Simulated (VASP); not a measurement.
Set up this calculation in VASP 6.6.1, as the native input.

* Task: single point
* Functional: PBE
* Potentials or basis: VASP PAW PBE potentials, release 64 (Mg)
* Cutoff: 520 eV
* k mesh: 9 × 9 × 8
* Occupations: gaussian, width 0.1 eV
* Spin: no spin polarisation
* Dipole correction: no
* Further INCAR settings: ALGO = Normal; EDIFF = 1e-06; NBANDS = 7

The structure of Mg lies in POSCAR:

```
Mg
1.0
    3.0502998005      0.0000000000      0.0000000000
   -1.5251499003      2.6416371164      0.0000000000
    0.0000000000      0.0000000000      3.0448375700
Mg
1
Direct
    0.0000000000      0.0000000000      0.0000000000
```

The input as run:

INCAR

```
SYSTEM = Mg
PREC     = Accurate       ! precision mode
ENCUT    = 520            ! plane-wave cutoff, eV
EDIFF    = 1E-6           ! SCF threshold, eV
ISMEAR   = 0              ! smearing method
SIGMA    = 0.1            ! smearing width, eV
LREAL    = .FALSE.        ! projectors in reciprocal space
LASPH    = .TRUE.         ! aspherical terms in the spheres
NELM     = 80             ! most SCF steps
ALGO     = Normal         ! electronic algorithm
ISIF     = 2              ! what is computed and relaxed
LWAVE    = .FALSE.        ! write WAVECAR
LCHARG   = .FALSE.        ! write CHGCAR
GGA      = PE             ! functional
NBANDS   = 7              ! bands
```

KPOINTS

```
regular mesh
0
G
  9 9 8
  0 0 0
```

Potentials or basis: VASP PAW PBE potentials, release 64 (Mg).

Launch:

```console
$ cat potpaw_PBE.64/Mg/POTCAR > POTCAR
$ mpirun -np 1 vasp_std > vasp.out
```

It gave:

```yaml
Pressure: 1.2 GPa
Band_gap_on_the_k_mesh: zero (band 1 reaches 5.31 eV, above the bottom of band 2 at -0.07 eV)
```

It took 17 s on 1 thread of AMD EPYC 7R13, with other jobs on the host, peak memory 0.11 GiB.
